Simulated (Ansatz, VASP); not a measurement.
**In3Se: VASP beside Ansatz**

INCAR

```
PREC     = Accurate       # precision mode
ENCUT    = 520            # plane-wave cutoff, eV
EDIFF    = 1E-6           # SCF threshold, eV
ISMEAR   = 0              # smearing method
SIGMA    = 0.15           # smearing width, eV
LREAL    = False          # projectors in reciprocal space
LASPH    = True           # aspherical terms in the spheres
NELM     = 80             # most SCF steps
ALGO     = Normal         # electronic algorithm
ISIF     = 2              # what is computed and relaxed
LWAVE    = False          # write WAVECAR
LCHARG   = False          # write CHGCAR
GGA      = PE             # functional
NBANDS   = 30             # bands
```

KPOINTS

```
regular mesh
0
Gamma
  10 10 10
```

POSCAR

```
In3Se
1.0
    4.7904425522      0.0000000000      0.0000000000
    0.0000000000      4.7904425522      0.0000000000
    0.0000000000      0.0000000000      4.9341558288
In Se
3 1
Direct
    0.0000000000      0.5000000000      0.5000000000
    0.5000000000      0.0000000000      0.5000000000
    0.5000000000      0.5000000000      0.0000000000
    0.0000000000      0.0000000000      0.0000000000
```

Input for Ansatz:

```yaml
crystal:
  lattice:
    - [4.7904425522, 0.0, 0.0]
    - [0.0, 4.7904425522, 0.0]
    - [0.0, 0.0, 4.9341558288]
  atoms:
    - { symbol: In, position: [0.0, 0.5, 0.5] }
    - { symbol: In, position: [0.5, 0.0, 0.5] }
    - { symbol: In, position: [0.5, 0.5, 0.0] }
    - { symbol: Se, position: [0.0, 0.0, 0.0] }
basis:
  ecutwfc: 420
kpoints:
  mp_grid: { grid: [10, 10, 10] }
hamiltonian:
  xc: pbe
scf:
  occupations: { method: gaussian, width: 0.15 }
output:
  forces: true
  stress: true
  eigenvalues: true
  write_density: true
  write_potential: true
  elf: true
  volumetric_format: npy
```

Change from the starting cell: strain +0.000 along x and y, +0.030 along z, atoms carried along.

Alike in both runs: task single point; functional PBE; k mesh 10 × 10 × 10; occupations gaussian, width 0.15 eV; no spin polarisation.

|  | VASP | Ansatz |
| --- | --- | --- |
| version | VASP 6.6.1 | Ansatz 0.2.0 |
| potentials or method | VASP PAW PBE potentials, release 64 (In_d, Se), cutoff 520 eV | scalar-relativistic, plane waves, PAW |
| valence electrons in the cell | 45 | 55 |

```tsv
	VASP	Ansatz	Ansatz less VASP
gap on the k mesh at the Fermi level (eV)	none	none	-
pressure (GPa)	-1.0	-1.0	+0.02
traceless stress, the component that is largest in VASP (GPa)	-0.09	-0.09	-0.002
```

A gap of «none» marks a metal or a gap that the smearing closes. VASP's potentials hold 45 valence electrons a cell and Ansatz's 55, so a difference there can come from the potentials and not from the codes.
